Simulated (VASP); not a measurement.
Crystal: Ge.

```
Ge
1.0
    -1.69079    1.69079    1.69079
     1.69079   -1.69079    1.69079
     1.69079    1.69079   -1.69079
Ge
1
Direct
  0.00000 0.00000 0.00000
```

Program: VASP 6.6.1. Alike in all runs: task single point; level PBE; potentials or basis VASP PAW PBE potentials, release 64 (Ge_d); cell as given; cutoff (eV) 520; smearing fermi-dirac 0.1 eV. Hardware: 1 thread of Intel Xeon 8259CL (shared host).

Problem. Order these runs on this cell by their wall time, lowest first.
A. spin off; k mesh 15 × 15 × 15
B. spin non-collinear, zero start, SOC; k mesh 13 × 13 × 13
C. spin off; k mesh 13 × 13 × 13

Solution. C (13 s), A (32 s), B (120 s).
